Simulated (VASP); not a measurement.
# PbO (F-43m) in VASP: a series of runs

The runs below take PbO through relaxation of cell and atoms, single point, with LDA, PBE0, HSE06.

Everything below comes from runs of VASP 6.6.1. Logs are shortened: lines on timing, memory, paths and dates and some standing lists are left out, and cuts for length are marked.

## 1. The cell of the first run

Symmetry: F-43m, No. 216, cubic system. The conventional cell has a = 5.663 Å, b = 5.663 Å, c = 5.663 Å, α = 90.00°, β = 90.00°, γ = 90.00°. Pb (site symmetry -43m) has 4 O at 2.45 Å within 3.2 Å. Within 3.2 Å of O (site symmetry -43m) lie 4 Pb at 2.45 Å.

## 2. Relaxation of cell and atoms, LDA

INCAR

```
  PREC = Accurate
  ENCUT = 600
  EDIFF = 1E-7
  ISMEAR = -1
  SIGMA = 0.02
  LREAL = False
  LASPH = True
  NELM = 60
  ALGO = Normal
  ISIF = 3
  LWAVE = False
  LCHARG = False
  GGA = CA
  IBRION = 2
  NSW = 80
  EDIFFG = -0.005
```

KPOINTS

```
Automatic mesh
0
Gamma
  8 8 8
```

POSCAR

```
PbO
1.0
    0.0000000000      2.8317425422      2.8317425422
    2.8317425422      0.0000000000      2.8317425422
    2.8317425422      2.8317425422      0.0000000000
Pb O
1 1
Direct
    0.0000000000      0.0000000000      0.0000000000
    0.2500000000      0.2500000000      0.2500000000
```

Potentials or basis: VASP PAW LDA potentials, release 64 (Pb_d, O).

On the command line:

```
cat potpaw_LDA.64/Pb_d/POTCAR potpaw_LDA.64/O/POTCAR > POTCAR
mpirun -np 1 vasp_std > vasp.out
```

OUTCAR:

```text
PREC = Accurate
   ENCUT = 600
   EDIFF = 1E-7
   ISMEAR = -1
   LREAL = False
   LASPH = True
   NELM = 60
   ISIF = 3
   GGA = CA
   IBRION = 2
   NSW = 80
   EDIFFG = -0.005

 ion  position               nearest neighbor table
   1  0.000  0.000  0.000-   2 2.45   2 2.45   2 2.45   2 2.45
   2  0.250  0.250  0.250-   1 2.45   1 2.45   1 2.45   1 2.45

  LATTYP: Found a face centered cubic cell.
 ALAT       =     5.6634850844

  Lattice vectors:

 A1 = (   0.0000000000,   2.8317425422,   2.8317425422)
 A2 = (   2.8317425422,   0.0000000000,   2.8317425422)
 A3 = (   2.8317425422,   2.8317425422,   0.0000000000)

Analysis of symmetry for initial positions (statically):
=====================================================================
 Subroutine PRICEL returns:
 Original cell was already a primitive cell.

 Routine SETGRP: Setting up the symmetry group for a
 face centered cubic supercell.

 Subroutine GETGRP returns: Found 24 space group operations
 (whereof 24 operations were pure point group operations)
 out of a pool of 48 trial point group operations.

The static configuration has the point symmetry T_d .

Analysis of symmetry for dynamics (positions and initial velocities):
=====================================================================
 Subroutine PRICEL returns:
 Original cell was already a primitive cell.

 Routine SETGRP: Setting up the symmetry group for a
 face centered cubic supercell.

 Subroutine GETGRP returns: Found 24 space group operations
 (whereof 24 operations were pure point group operations)
 out of a pool of 48 trial point group operations.

The dynamic configuration has the point symmetry T_d .

 Subroutine INISYM returns: Found 24 space group operations
 (whereof 24 operations are pure point group operations),
 and found     1 'primitive' translations

----------------------------------------------------------------------------------------

                                     Primitive cell

  volume of cell :      45.4142

  direct lattice vectors                    reciprocal lattice vectors
     0.000000000  2.831742542  2.831742542    -0.176569724  0.176569724  0.176569724
     2.831742542  0.000000000  2.831742542     0.176569724 -0.176569724  0.176569724
     2.831742542  2.831742542  0.000000000     0.176569724  0.176569724 -0.176569724

  length of vectors
     4.004688708  4.004688708  4.004688708     0.305827734  0.305827734  0.305827734

  position of ions in fractional coordinates (direct lattice)
     0.000000000  0.000000000  0.000000000
     0.250000000  0.250000000  0.250000000

  ion indices of the primitive-cell ions
   primitive index   ion index
                 1           1
                 2           2

----------------------------------------------------------------------------------------

 KPOINTS: Automatic mesh

Automatic generation of k-mesh.
 Grid dimensions read from file:
 generate k-points for:    8    8    8

 Generating k-lattice:

  Cartesian coordinates                     Fractional coordinates (reciprocal lattice)
    -0.022071216  0.022071216  0.022071216     0.125000000  0.000000000  0.000000000
     0.022071216 -0.022071216  0.022071216     0.000000000  0.125000000  0.000000000
     0.022071216  0.022071216 -0.022071216     0.000000000  0.000000000  0.125000000

  Length of vectors
     0.038228467  0.038228467  0.038228467

  Shift w.r.t. Gamma in fractional coordinates (k-lattice)
     0.000000000  0.000000000  0.000000000

 Subroutine IBZKPT returns following result:
 ===========================================

 Found     29 irreducible k-points:

 Following reciprocal coordinates:
            Coordinates               Weight
  0.000000  0.000000  0.000000      1.000000
  0.125000  0.000000  0.000000      8.000000
  0.250000  0.000000  0.000000      8.000000
  0.375000  0.000000  0.000000      8.000000
  0.500000  0.000000  0.000000      4.000000
  0.125000  0.125000  0.000000      6.000000
[... 16 lines left out ...]
  0.500000  0.250000  0.125000     48.000000
 -0.375000  0.250000  0.125000     24.000000
 [... further k-points ...]
   k-points           NKPTS =     29   k-points in BZ     NKDIM =     29   number of bands    NBANDS=     14
   number of dos      NEDOS =    301   number of ions     NIONS =      2
   total plane-waves  NPLWV =  32768
   dimension x,y,z NGX =    32 NGY =   32 NGZ =   32
   dimension x,y,z NGXF=    64 NGYF=   64 NGZF=   64
   ions per type =               1   1
   NGX,Y,Z   is equivalent  to a cutoff of  13.28, 13.28, 13.28 a.u.
   NGXF,Y,Z  is equivalent  to a cutoff of  26.57, 26.57, 26.57 a.u.
 SYSTEM =  unknown system
   PREC   = accura    normal or accurate (medium, high low for compatibility)
   ISTART =      0    job   : 0-new  1-cont  2-samecut
   ICHARG =      2    charge: 1-file 2-atom 10-const
   ISPIN  =      1    spin polarized calculation?
   LNONCOLLINEAR =      F non collinear calculations
   LSORBIT =      F    spin-orbit coupling
   LASPH  =      T    aspherical Exc in radial PAW
   ENCUT  =  600.0 eV  44.10 Ry    6.64 a.u.   8.00  8.00  8.00*2*pi/ulx,y,z
   NELM   =     60;   NELMIN=  2; NELMDL= -5     # of ELM steps
   EDIFF  = 0.1E-06   stopping-criterion for ELM
   LREAL  =      F    real-space projection
   EDIFFG = -.5E-02   stopping-criterion for IOM
   NSW    =     80    number of steps for IOM
   IBRION =      2    ionic relax: 0-MD 1-quasi-New 2-CG
   NFREE  =      1    steps in history (QN), initial steepest desc. (CG)
   ISIF   =      3    stress and relaxation
   ISYM   =      2    0-nonsym 1-usesym 2-fastsym
   POTIM  = 0.5000    time-step for ionic-motion
   TEBEG  =    0.0;   TEEND  =   0.0 temperature during run
   PSTRESS=    0.0 pullay stress
   NELECT =      20.0000    total number of electrons
   NUPDOWN=      -1.0000    fix difference up-down
   EMIN   =  10.00;   EMAX   =-10.00  energy-range for DOS
   EFERMI =   0.00;   METHOD = LEGACY
   ISMEAR =    -1;   SIGMA  =   0.02  broadening in eV -4-tet -1-fermi 0-gaus
   EFERMI_NEDOS =   21; number of points for ismear=-14 and -15
   IALGO  =     38    algorithm
   IMIX   =      4    mixing-type and parameters
     AMIX     =   0.40;   BMIX     =  1.00
     AMIX_MAG =   1.60;   BMIX_MAG =  1.00
  volume/ion in A,a.u.               =      22.71       153.23
  Fermi-wavevector in a.u.,A,eV,Ry     =   1.245531  2.353712 21.107350  1.551346
  Thomas-Fermi vector in A             =   2.379749
   LORBIT       =      0    0 simple, 1 ext, 2 COOP (PROOUT), +10 PAW based schemes
   GGA     = CA    functional components
   LHFCALC =     F    Hartree Fock is set to
   AEXX    =    0.0000 exact exchange contribution
   IVDW    =     0    specifies the selected vdW correction
   LEPSILON=     F    determine dielectric tensor
   LRPA    =     F    only Hartree local field effects (RPA)
 conjugate gradient relaxation of ions
 non-spin polarized calculation
  energy-cutoff  :      600.00
  volume of cell :       45.41
 maximum number of plane-waves:      1540
   NGX = 15   NGY = 15   NGZ = 15

--------------------------------------- Ionic step        1  -------------------------------------------

 number of electron      20.0000003 magnetization

 Free energy of the ion-electron system (eV)
  ---------------------------------------------------
  ext. energy  EPLUGINS =         0.00000000
  ---------------------------------------------------
  free energy    TOTEN  =       -11.60316694 eV

  energy without entropy =      -11.60316673  energy(sigma->0) =      -11.60316683

 E-fermi :   4.1686     XC(G=0):  -9.6544

 val. band max:        3.9516337846   @ k =  -0.2500   0.5000   0.2500
 cond. band min:       4.3712241565   @ k =   0.5000   0.5000   0.0000
 fundamental gap:      0.4195903719
 Fermi energy:         4.1685946252

 k-point     1 :       0.0000    0.0000    0.0000
  band No.  band energies     occupation
      1     -13.1734      2.00000
      2     -12.3038      2.00000
      3     -12.3038      2.00000
      4     -12.3038      2.00000
      5     -12.2116      2.00000
      6     -12.2116      2.00000
      7      -2.8409      2.00000
      8       1.8144      2.00000
      9       1.8144      2.00000
     10       1.8144      2.00000
     11       9.0363      0.00000
     12       9.0363      0.00000
     13       9.0363      0.00000
     14      11.7759      0.00000

 k-point     2 :       0.1250    0.0000    0.0000
  band No.  band energies     occupation
      1     -13.2186      2.00000
      2     -12.2954      2.00000
      3     -12.2954      2.00000
      4     -12.2113      2.00000
      5     -12.2113      2.00000
      6     -12.1864      2.00000
      7      -2.9638      2.00000
      8       1.7429      2.00000
      9       1.7429      2.00000
     10       1.8612      2.00000
[... 436 lines left out ...]
 POSITION                                       TOTAL-FORCE (eV/Angst)
 -----------------------------------------------------------------------------------
      5.46139      5.46139      5.46139        -0.000000     -0.000000      0.000000
      1.36535      1.36535      1.36535         0.000000      0.000000     -0.000000
 -----------------------------------------------------------------------------------
    total drift:                                0.000000      0.000000      0.000000

  FREE ENERGIE OF THE ION-ELECTRON SYSTEM (eV)
  ---------------------------------------------------
  free  energy   TOTEN  =       -11.6571924159 eV

  energy  without entropy=      -11.6570514210  energy(sigma->0) =      -11.65712192

--------------------------------------- Ionic step        3  -------------------------------------------

 number of electron      20.0000000 magnetization

 Free energy of the ion-electron system (eV)
  ---------------------------------------------------
  ext. energy  EPLUGINS =         0.00000000
  ---------------------------------------------------
  free energy    TOTEN  =       -11.66501425 eV

  energy without entropy =      -11.66498633  energy(sigma->0) =      -11.66500029

 E-fermi :   5.0129     XC(G=0): -10.0456

 val. band max:        4.9063675145   @ k =  -0.2500   0.5000   0.2500
 cond. band min:       5.1050700895   @ k =   0.5000   0.5000   0.0000
 fundamental gap:      0.1987025751
 Fermi energy:         5.0129399938

 k-point     1 :       0.0000    0.0000    0.0000
  band No.  band energies     occupation
      1     -12.8886      2.00000
      2     -11.5055      2.00000
      3     -11.5055      2.00000
      4     -11.5055      2.00000
      5     -11.3714      2.00000
      6     -11.3714      2.00000
      7      -1.9512      2.00000
      8       2.3792      2.00000
      9       2.3792      2.00000
     10       2.3792      2.00000
     11      10.1907      0.00000
     12      10.1907      0.00000
     13      10.1907      0.00000
     14      13.1653      0.00000

 k-point     2 :       0.1250    0.0000    0.0000
  band No.  band energies     occupation
      1     -12.9064      2.00000
      2     -11.4941      2.00000
      3     -11.4941      2.00000
      4     -11.3998      2.00000
      5     -11.3713      2.00000
      6     -11.3713      2.00000
      7      -2.1144      2.00000
      8       2.2993      2.00000
      9       2.2993      2.00000
     10       2.4531      2.00000
[... 400 lines left out ...]
 POSITION                                       TOTAL-FORCE (eV/Angst)
 -----------------------------------------------------------------------------------
      0.00000      0.00000      0.00000        -0.000000     -0.000000     -0.000000
      1.37800      1.37800      1.37800         0.000000      0.000000      0.000000
 -----------------------------------------------------------------------------------
    total drift:                                0.000000      0.000000      0.000000

  FREE ENERGIE OF THE ION-ELECTRON SYSTEM (eV)
  ---------------------------------------------------
  free  energy   TOTEN  =       -11.6650142476 eV

  energy  without entropy=      -11.6649863281  energy(sigma->0) =      -11.66500029

 reached required accuracy - stopping structural energy minimisation
```

Run time: 1.7 min. Hardware: 1 thread of AMD EPYC 7R13, shared host; peak memory 0.15 GiB.

Results:

- Free energy: -11.6650 eV
- Relaxed volume: 20.93 Å³/atom
- Relaxed cell: a = 3.898 Å, b = 3.898 Å, c = 3.898 Å, α = 60.00°, β = 60.00°, γ = 60.00°
- Space group after relaxing (to 0.1 Å): F-43m (No. 216)
- Energy gained by relaxing: 30.9 meV/atom
- Ionic steps: 3
- Pressure after relaxing: 0.0 GPa
- Band gap on the k mesh: 0.20 eV (least direct gap 0.39 eV)

Step by step:
```
step  energy change (eV)  largest force (eV/Å)  pressure (GPa)  volume (Å³)
   1              0.0000                0.0000           -5.22        45.41
   2             -0.0540                0.0000            2.23        40.72
   3             -0.0618                0.0000            0.00        41.87
```

Final structure:
```xyz
2
Lattice="0.0000 2.7560 2.7560 2.7560 0.0000 2.7560 2.7560 2.7560 0.0000" Properties=species:S:1:pos:R:3 pbc="T T T"
Pb    0.0000    0.0000    0.0000
O     1.3780    1.3780    1.3780
```

Levels at points of the mesh, in eV from the valence-band top:
| k point | band 8 | band 9 | band 10 | band 11 | band 12 | band 13 |
| --- | --- | --- | --- | --- | --- | --- |
| (0.00, 0.00, 0.00) | -2.53 | -2.53 | -2.53 | 5.28 | 5.28 | 5.28 |
| (0.50, 0.00, 0.00) | -3.04 | -3.04 | -2.36 | 2.30 | 5.49 | 5.49 |
| (0.50, 0.50, 0.00) | -3.88 | -3.88 | -0.19 | 0.20 | 5.93 | 5.93 |

Caveat: the structure was generated, so it needn't be the stable form of PbO; spin-orbit coupling is left out, which moves the levels of the heavy elements.

## 3. Single point, PBE0

This run uses another cell than the first one, of 21.92 Å³/atom.

POSCAR

```
PbO
1.0
    0.0000000000      2.7987768028      2.7987768028
    2.7987768028      0.0000000000      2.7987768028
    2.7987768028      2.7987768028      0.0000000000
Pb O
1 1
Direct
    0.0000000000      0.0000000000      0.0000000000
    0.2500000000      0.2500000000      0.2500000000
```

INCAR.step1

```
SYSTEM = PbO
PREC = Accurate ; ENCUT = 520
EDIFF = 1E-5 ; ISMEAR = 0
SIGMA = 0.01 ; LREAL = .FALSE.
LASPH = .TRUE. ; NELM = 100
ALGO = Normal ; ISIF = 2
LWAVE = .TRUE. ; LCHARG = .FALSE.
NBANDS = 17 ; GGA = PE
```

INCAR.step2

```
SYSTEM = PbO
PREC = Accurate ; ENCUT = 520
EDIFF = 1E-6 ; ISMEAR = 0
SIGMA = 0.01 ; LREAL = .FALSE.
LASPH = .TRUE. ; NELM = 100
ALGO = Normal ; ISIF = 2
LWAVE = .FALSE. ; LCHARG = .FALSE.
GGA = PE ; LHFCALC = .TRUE.
AEXX = 0.25 ; PRECFOCK = Normal
NBANDS = 17 ; ISTART = 1
```

KPOINTS

```
regular mesh
0
G
  6 6 6
  0 0 0
```

Potentials or basis: VASP PAW PBE potentials, release 64 (Pb_d, O).

On the command line:

```
cat potpaw_PBE.64/Pb_d/POTCAR potpaw_PBE.64/O/POTCAR > POTCAR
cp INCAR.step1 INCAR
mpirun -np 1 vasp_std > vasp.out
cp INCAR.step2 INCAR
mpirun -np 1 vasp_std > vasp.out
```

It took 61 min on 1 thread of Oxide Virtual Turin-like, shared host; peak memory 0.16 GiB.

It converged, with:

| Quantity | Value |
| --- | --- |
| Free energy | -13.6833 eV |
| Pressure | 0.3 GPa |
| Band gap on the k mesh | 1.75 eV (least direct gap 1.91 eV) |

Levels at points of the mesh, in eV from the valence-band top:
| k point | band 7 | band 8 | band 9 | band 10 | band 11 | band 12 | band 13 | band 14 |
| --- | --- | --- | --- | --- | --- | --- | --- | --- |
| (0.00, 0.00, 0.00) | -7.27 | -2.78 | -2.78 | -2.78 | 7.02 | 7.02 | 7.02 | 9.85 |
| (0.50, 0.00, 0.00) | -8.53 | -3.28 | -3.28 | -2.33 | 3.89 | 7.23 | 7.23 | 10.40 |
| (0.50, 0.50, 0.00) | -8.50 | -4.10 | -4.10 | -0.16 | 1.75 | 7.75 | 7.75 | 7.97 |

Caveat: the structure was generated, so it needn't be the stable form of PbO; the PAW data sets were made with another functional, which shifts forces and pressure a little; spin-orbit coupling is left out, which moves the levels of the heavy elements.

## 4. Single point, HSE06

This run uses another cell than the first one, of 22.04 Å³/atom.

POSCAR

```
PbO
1.0
    0.0000000000      2.8036302200      2.8036302200
    2.8036302200      0.0000000000      2.8036302200
    2.8036302200      2.8036302200      0.0000000000
Pb O
1 1
Direct
    0.0000000000      0.0000000000      0.0000000000
    0.2500000000      0.2500000000      0.2500000000
```

INCAR.step1

```
PREC = Accurate
ENCUT = 520
EDIFF = 1E-5
ISMEAR = -1
SIGMA = 0.02
LREAL = F
LASPH = T
NELM = 100
ALGO = Normal
ISIF = 2
LWAVE = T
GGA = PE
NBANDS = 17
```

INCAR.step2

```
PREC = Accurate
ENCUT = 520
EDIFF = 1E-6
ISMEAR = -1
SIGMA = 0.02
LREAL = F
LASPH = T
NELM = 100
ALGO = Normal
ISIF = 2
LWAVE = F
LCHARG = T
GGA = PE
LHFCALC = T
HFSCREEN = 0.2079
PRECFOCK = Normal
LELF = T
LVHAR = T
ISTART = 1
NBANDS = 17
```

KPOINTS

```
Automatic mesh
0
Gamma
  6 6 6
```

On the command line:

```
cat potpaw_PBE.64/Pb_d/POTCAR potpaw_PBE.64/O/POTCAR > POTCAR
cp INCAR.step1 INCAR
mpirun -np 1 vasp_std > vasp.out
cp INCAR.step2 INCAR
mpirun -np 1 vasp_std > vasp.out
```

It took 1.6 h on 1 thread of Oxide Virtual Turin-like, shared host; peak memory 0.26 GiB.

It converged, with:

| Quantity | Value |
| --- | --- |
| Free energy | -12.6329 eV |
| Pressure | 0.1 GPa |
| Band gap on the k mesh | 1.10 eV (least direct gap 1.26 eV) |

Levels at points of the mesh, in eV from the valence-band top:
| k point | band 7 | band 8 | band 9 | band 10 | band 11 | band 12 | band 13 | band 14 |
| --- | --- | --- | --- | --- | --- | --- | --- | --- |
| (0.00, 0.00, 0.00) | -7.19 | -2.71 | -2.71 | -2.71 | 6.28 | 6.28 | 6.28 | 9.12 |
| (0.50, 0.00, 0.00) | -8.44 | -3.21 | -3.21 | -2.27 | 3.19 | 6.49 | 6.49 | 9.70 |
| (0.50, 0.50, 0.00) | -8.42 | -4.02 | -4.02 | -0.16 | 1.10 | 7.00 | 7.00 | 7.29 |

Caveat: the structure was generated, so it needn't be the stable form of PbO; the PAW data sets were made with another functional, which shifts forces and pressure a little; spin-orbit coupling is left out, which moves the levels of the heavy elements.

## 5. Overview

```csv
task,level,potentials or basis,cell,k mesh,cutoff (eV),smearing,grid for exact exchange (PRECFOCK),share of exact exchange,screening parameter,gap on the mesh (eV),pressure (GPa)
relaxation of cell and atoms,LDA,"VASP PAW LDA potentials, release 64 (Pb_d, O)","relaxed from a = 4.005 Å, angles 60.0°, 2 atoms",8 × 8 × 8,600,fermi-dirac 0.02 eV,-,-,-,0.20,0.0
single point,PBE0,"VASP PAW PBE potentials, release 64 (Pb_d, O)","a = 3.958 Å, angles 60.0°, 2 atoms",6 × 6 × 6,520,gaussian 0.01 eV,Normal,0.25,-,1.75,0.3
single point,HSE06,"VASP PAW PBE potentials, release 64 (Pb_d, O)","a = 3.965 Å, angles 60.0°, 2 atoms",6 × 6 × 6,520,fermi-dirac 0.02 eV,Normal,0.25,0.2079 1/Å,1.10,0.1
```

Alike in all rows: no spin polarisation.

Caveats: the structure was generated, so it needn't be the stable form of PbO; spin-orbit coupling is left out, which moves the levels of the heavy elements; the PAW data sets were made with another functional, which shifts forces and pressure a little (at least some runs).

Total energies depend on the potentials used, so only differences within one code and one set of settings carry meaning.
